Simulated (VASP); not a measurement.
# KBr (Fm-3m) in VASP: a series of runs

KBr is run at these levels: LDA, PBE; tasks: single point.

Everything below comes from runs of VASP 6.6.1. Logs are shortened: lines on timing, memory, paths and dates and some standing lists are left out, and cuts for length are marked.

## (1) The cell of the first run

Symmetry: Fm-3m, No. 225, cubic system. The conventional cell has a = 6.604 Å, b = 6.604 Å, c = 6.604 Å, α = 90.00°, β = 90.00°, γ = 90.00°. K (site symmetry m-3m) has 6 Br at 3.30 Å within 4.3 Å. Within 4.3 Å of Br (site symmetry m-3m) lie 6 K at 3.30 Å.

## (2) Single point, LDA

Input file INCAR:

```
PREC = Accurate
ENCUT = 520
EDIFF = 1E-7
ISMEAR = 0
SIGMA = 0.01
LREAL = False
LASPH = True
NELM = 100
ALGO = Normal
ISIF = 2
LWAVE = False
LCHARG = True
GGA = CA
LELF = True
LVHAR = True
NBANDS = 15
```

Input file KPOINTS:

```
regular mesh
0
Gamma
  4 4 4
```

Input file POSCAR:

```
KBr
1.0
    0.0000000000      3.3022478201      3.3022478201
    3.3022478201      0.0000000000      3.3022478201
    3.3022478201      3.3022478201      0.0000000000
K Br
1 1
Direct
    0.0000000000      0.0000000000      0.0000000000
    0.5000000000      0.5000000000      0.5000000000
```

Potentials or basis: VASP PAW LDA potentials, release 64 (K_sv, Br).

Command:

```console
$ cat potpaw_LDA.64/K_sv/POTCAR potpaw_LDA.64/Br/POTCAR > POTCAR
$ mpirun -np 1 vasp_std > vasp.out
```

OUTCAR:

```text
PREC = Accurate
   ENCUT = 520
   EDIFF = 1E-7
   ISMEAR = 0
   LREAL = False
   LASPH = True
   NELM = 100
   ISIF = 2
   GGA = CA

 ion  position               nearest neighbor table
   1  0.000  0.000  0.000-   2 3.30   2 3.30   2 3.30   2 3.30   2 3.30   2 3.30
   2  0.500  0.500  0.500-   1 3.30   1 3.30   1 3.30   1 3.30   1 3.30   1 3.30

  LATTYP: Found a face centered cubic cell.
 ALAT       =     6.6044956402

  Lattice vectors:

 A1 = (   0.0000000000,   3.3022478201,   3.3022478201)
 A2 = (   3.3022478201,   0.0000000000,   3.3022478201)
 A3 = (   3.3022478201,   3.3022478201,   0.0000000000)

Analysis of symmetry for initial positions (statically):
=====================================================================
 Subroutine PRICEL returns:
 Original cell was already a primitive cell.

 Routine SETGRP: Setting up the symmetry group for a
 face centered cubic supercell.

 Subroutine GETGRP returns: Found 48 space group operations
 (whereof 48 operations were pure point group operations)
 out of a pool of 48 trial point group operations.

The static configuration has the point symmetry O_h .

Analysis of symmetry for dynamics (positions and initial velocities):
=====================================================================
 Subroutine PRICEL returns:
 Original cell was already a primitive cell.

 Routine SETGRP: Setting up the symmetry group for a
 face centered cubic supercell.

 Subroutine GETGRP returns: Found 48 space group operations
 (whereof 48 operations were pure point group operations)
 out of a pool of 48 trial point group operations.

The dynamic configuration has the point symmetry O_h .

 Subroutine INISYM returns: Found 48 space group operations
 (whereof 48 operations are pure point group operations),
 and found     1 'primitive' translations

----------------------------------------------------------------------------------------

                                     Primitive cell

  volume of cell :      72.0210

  direct lattice vectors                    reciprocal lattice vectors
     0.000000000  3.302247820  3.302247820    -0.151412016  0.151412016  0.151412016
     3.302247820  0.000000000  3.302247820     0.151412016 -0.151412016  0.151412016
     3.302247820  3.302247820  0.000000000     0.151412016  0.151412016 -0.151412016

  length of vectors
     4.670083654  4.670083654  4.670083654     0.262253305  0.262253305  0.262253305

  position of ions in fractional coordinates (direct lattice)
     0.000000000  0.000000000  0.000000000
     0.500000000  0.500000000  0.500000000

  ion indices of the primitive-cell ions
   primitive index   ion index
                 1           1
                 2           2

----------------------------------------------------------------------------------------

 KPOINTS: regular mesh

Automatic generation of k-mesh.
 Grid dimensions read from file:
 generate k-points for:    4    4    4

 Generating k-lattice:

  Cartesian coordinates                     Fractional coordinates (reciprocal lattice)
    -0.037853004  0.037853004  0.037853004     0.250000000  0.000000000  0.000000000
     0.037853004 -0.037853004  0.037853004     0.000000000  0.250000000  0.000000000
     0.037853004  0.037853004 -0.037853004     0.000000000  0.000000000  0.250000000

  Length of vectors
     0.065563326  0.065563326  0.065563326

  Shift w.r.t. Gamma in fractional coordinates (k-lattice)
     0.000000000  0.000000000  0.000000000

 Subroutine IBZKPT returns following result:
 ===========================================

 Found      8 irreducible k-points:

 Following reciprocal coordinates:
            Coordinates               Weight
  0.000000  0.000000  0.000000      1.000000
  0.250000  0.000000  0.000000      8.000000
  0.500000  0.000000  0.000000      4.000000
  0.250000  0.250000  0.000000      6.000000
  0.500000  0.250000  0.000000     24.000000
 -0.250000  0.250000  0.000000     12.000000
  0.500000  0.500000  0.000000      3.000000
 -0.250000  0.500000  0.250000      6.000000
   k-points           NKPTS =      8   k-points in BZ     NKDIM =      8   number of bands    NBANDS=     15
   number of dos      NEDOS =    301   number of ions     NIONS =      2
   total plane-waves  NPLWV =  46656
   dimension x,y,z NGX =    36 NGY =   36 NGZ =   36
   dimension x,y,z NGXF=    72 NGYF=   72 NGZF=   72
   ions per type =               1   1
   NGX,Y,Z   is equivalent  to a cutoff of  12.82, 12.82, 12.82 a.u.
   NGXF,Y,Z  is equivalent  to a cutoff of  25.63, 25.63, 25.63 a.u.
 SYSTEM =  unknown system
   PREC   = accura    normal or accurate (medium, high low for compatibility)
   ISTART =      0    job   : 0-new  1-cont  2-samecut
   ICHARG =      2    charge: 1-file 2-atom 10-const
   ISPIN  =      1    spin polarized calculation?
   LNONCOLLINEAR =      F non collinear calculations
   LSORBIT =      F    spin-orbit coupling
   LASPH  =      T    aspherical Exc in radial PAW
   ENCUT  =  520.0 eV  38.22 Ry    6.18 a.u.   8.68  8.68  8.68*2*pi/ulx,y,z
   NELM   =    100;   NELMIN=  2; NELMDL= -5     # of ELM steps
   EDIFF  = 0.1E-06   stopping-criterion for ELM
   LREAL  =      F    real-space projection
   EDIFFG = 0.1E-05   stopping-criterion for IOM
   NSW    =      0    number of steps for IOM
   IBRION =     -1    ionic relax: 0-MD 1-quasi-New 2-CG
   NFREE  =      0    steps in history (QN), initial steepest desc. (CG)
   ISIF   =      2    stress and relaxation
   ISYM   =      2    0-nonsym 1-usesym 2-fastsym
   POTIM  = 0.5000    time-step for ionic-motion
   TEBEG  =    0.0;   TEEND  =   0.0 temperature during run
   PSTRESS=    0.0 pullay stress
   NELECT =      16.0000    total number of electrons
   NUPDOWN=      -1.0000    fix difference up-down
   EMIN   =  10.00;   EMAX   =-10.00  energy-range for DOS
   EFERMI =   0.00;   METHOD = LEGACY
   ISMEAR =     0;   SIGMA  =   0.01  broadening in eV -4-tet -1-fermi 0-gaus
   EFERMI_NEDOS =   21; number of points for ismear=-14 and -15
   IALGO  =     38    algorithm
   IMIX   =      4    mixing-type and parameters
     AMIX     =   0.40;   BMIX     =  1.00
     AMIX_MAG =   1.60;   BMIX_MAG =  1.00
  volume/ion in A,a.u.               =      36.01       243.01
  Fermi-wavevector in a.u.,A,eV,Ry     =   0.991506  1.873674 13.375661  0.983083
  Thomas-Fermi vector in A             =   2.123252
   LORBIT       =      0    0 simple, 1 ext, 2 COOP (PROOUT), +10 PAW based schemes
   GGA     = CA    functional components
   LHFCALC =     F    Hartree Fock is set to
   AEXX    =    0.0000 exact exchange contribution
   IVDW    =     0    specifies the selected vdW correction
   LEPSILON=     F    determine dielectric tensor
   LRPA    =     F    only Hartree local field effects (RPA)
 non-spin polarized calculation
 Gauss-broadening in eV      SIGMA  =   0.01
  energy-cutoff  :      520.00
  volume of cell :       72.02
 maximum number of plane-waves:      1964
 NGX is ok and might be reduce to    36
   NGX = 17   NGY = 17   NGZ = 17

 number of electron      15.9999997 magnetization

 Free energy of the ion-electron system (eV)
  ---------------------------------------------------
  ext. energy  EPLUGINS =         0.00000000
  ---------------------------------------------------
  free energy    TOTEN  =        -6.79532182 eV

  energy without entropy =       -6.79532182  energy(sigma->0) =       -6.79532182

 E-fermi :  -1.8145     XC(G=0):  -7.8775

 val. band max:       -1.9211840283   @ k =   0.0000   0.0000   0.0000
 cond. band min:       2.1116960256   @ k =   0.0000   0.0000   0.0000
 fundamental gap:      4.0328800539
 Fermi energy:        -1.8144823064

 k-point     1 :       0.0000    0.0000    0.0000
  band No.  band energies     occupation
      1     -29.3350      2.00000
      2     -14.2422      2.00000
      3     -13.0494      2.00000
      4     -13.0494      2.00000
      5     -13.0494      2.00000
      6      -1.9212      2.00000
      7      -1.9212      2.00000
      8      -1.9212      2.00000
      9       2.1117      0.00000
     10       5.4239      0.00000
     11       5.4239      0.00000
     12       5.4239      0.00000
     13       6.2957      0.00000
     14       6.2957      0.00000
     15       9.2660      0.00000

 k-point     2 :       0.2500    0.0000    0.0000
  band No.  band energies     occupation
      1     -29.3319      2.00000
      2     -14.3272      2.00000
      3     -13.0525      2.00000
      4     -13.0525      2.00000
      5     -12.9300      2.00000
      6      -2.6399      2.00000
      7      -2.1036      2.00000
      8      -2.1036      2.00000
      9       3.3986      0.00000
     10       5.2752      0.00000
     11       6.1323      0.00000
     12       6.1323      0.00000
     13       7.0666      0.00000
     14       7.0666      0.00000
     15      10.0410      0.00000

 k-point     3 :       0.5000    0.0000    0.0000
  band No.  band energies     occupation
      1     -29.3288      2.00000
      2     -14.4001      2.00000
      3     -13.0556      2.00000
      4     -13.0556      2.00000
      5     -12.8217      2.00000
      6      -3.1676      2.00000
      7      -2.2709      2.00000
      8      -2.2709      2.00000
      9       4.3214      0.00000
     10       5.9986      0.00000
     11       7.5985      0.00000
     12       7.5985      0.00000
     13       7.8974      0.00000
     14       7.8974      0.00000
     15       8.6963      0.00000
[... 55 lines left out ...]
 k-point     7 :       0.5000    0.5000    0.0000
  band No.  band energies     occupation
      1     -29.3270      2.00000
      2     -14.1423      2.00000
      3     -13.1483      2.00000
      4     -13.0885      2.00000
      5     -13.0885      2.00000
      6      -2.7734      2.00000
      7      -2.2186      2.00000
      8      -2.2186      2.00000
      9       3.6372      0.00000
     10       4.9306      0.00000
     11       7.2121      0.00000
     12       7.2686      0.00000
     13       7.5307      0.00000
     14       8.6674      0.00000
     15       8.6674      0.00000

 k-point     8 :      -0.2500    0.5000    0.2500
  band No.  band energies     occupation
      1     -29.3269      2.00000
      2     -14.2297      2.00000
      3     -13.1182      2.00000
      4     -13.1182      2.00000
      5     -12.9637      2.00000
      6      -2.5383      2.00000
      7      -2.5383      2.00000
      8      -2.4871      2.00000
      9       5.1684      0.00000
     10       5.1684      0.00000
     11       6.0284      0.00000
     12       6.7941      0.00000
     13       8.5376      0.00000
     14       8.6924      0.00000
     15       8.8992      0.00000

------------------------ aborting loop because EDIFF is reached ----------------------------------------

  FORCE on cell =-STRESS in cart. coord.  units (eV):
  Direction    XX          YY          ZZ          XY          YZ          ZX
  --------------------------------------------------------------------------------------
  -------------------------------------------------------------------------------------
  Total       -0.7239102     -0.7239102     -0.7239102      0.0000000      0.0000000     -0.0000000
  in kB      -16.1040933    -16.1040933    -16.1040933      0.0000000      0.0000000     -0.0000000
  external PRESSURE =     -16.1040933 kB  Pullay stress =       0.0000000 kB

 VOLUME and BASIS-vectors are now :
 -----------------------------------------------------------------------------
  energy-cutoff  :      520.00
  volume of cell :       72.02
      direct lattice vectors                 reciprocal lattice vectors
     0.000000000  3.302247820  3.302247820    -0.151412016  0.151412016  0.151412016
     3.302247820  0.000000000  3.302247820     0.151412016 -0.151412016  0.151412016
     3.302247820  3.302247820  0.000000000     0.151412016  0.151412016 -0.151412016

 POSITION                                       TOTAL-FORCE (eV/Angst)
 -----------------------------------------------------------------------------------
      0.00000      0.00000      0.00000         0.000000      0.000000      0.000000
      3.30225      3.30225      3.30225        -0.000000     -0.000000     -0.000000
 -----------------------------------------------------------------------------------
    total drift:                                0.000000      0.000000      0.000000

  FREE ENERGIE OF THE ION-ELECTRON SYSTEM (eV)
  ---------------------------------------------------
  free  energy   TOTEN  =        -6.7953218184 eV

  energy  without entropy=       -6.7953218184  energy(sigma->0) =       -6.79532182
```

It took 5.8 s on 1 thread of Intel Xeon Platinum 8488C (Sapphire Rapids), shared host; peak memory 0.16 GiB.

Results:

```
Free energy            : -6.7953 eV
Pressure               : -1.6 GPa
Band gap on the k mesh : 4.03 eV, direct
```

Levels at points of the mesh, in eV from the valence-band top:
```tsv
k point	band 5	band 6	band 7	band 8	band 9	band 10	band 11	band 12
(0.00, 0.00, 0.00)	-11.13	0.00	0.00	0.00	4.03	7.35	7.35	7.35
(0.50, 0.00, 0.00)	-10.90	-1.25	-0.35	-0.35	6.24	7.92	9.52	9.52
(0.50, 0.50, 0.00)	-11.17	-0.85	-0.30	-0.30	5.56	6.85	9.13	9.19
```

## (3) Single point, PBE

Input file INCAR:

```
SYSTEM = KBr
PREC = Accurate ; ENCUT = 520
EDIFF = 1E-7 ; ISMEAR = 0
SIGMA = 0.01 ; LREAL = .FALSE.
LASPH = .TRUE. ; NELM = 100
ALGO = Normal ; ISIF = 2
LWAVE = .FALSE. ; LCHARG = .FALSE.
GGA = PE ; NBANDS = 15
```

Input file KPOINTS:

```
Automatic mesh
0
G
  6 6 6
  0 0 0
```

POSCAR is that of step 2.

Potentials or basis: VASP PAW PBE potentials, release 64 (K_sv, Br).

Command:

```console
$ cat potpaw_PBE.64/K_sv/POTCAR potpaw_PBE.64/Br/POTCAR > POTCAR
$ mpirun -np 1 vasp_std > vasp.out
```

It took 11 s on 1 thread of Intel Xeon Platinum 8488C (Sapphire Rapids), shared host; peak memory 0.2 GiB.

The run converged. Its results:

```
Free energy            : -6.2158 eV
Pressure               : 0.7 GPa
Band gap on the k mesh : 4.43 eV, direct
```

Levels at points of the mesh, in eV from the valence-band top:
```tsv
k point	band 5	band 6	band 7	band 8	band 9	band 10	band 11	band 12
(0.00, 0.00, 0.00)	-11.26	0.00	0.00	0.00	4.43	7.60	7.60	7.60
(0.50, 0.00, 0.00)	-11.01	-1.17	-0.33	-0.33	6.59	8.23	9.76	9.76
(0.50, 0.50, 0.00)	-11.30	-0.81	-0.28	-0.28	5.87	7.19	9.36	9.50
```
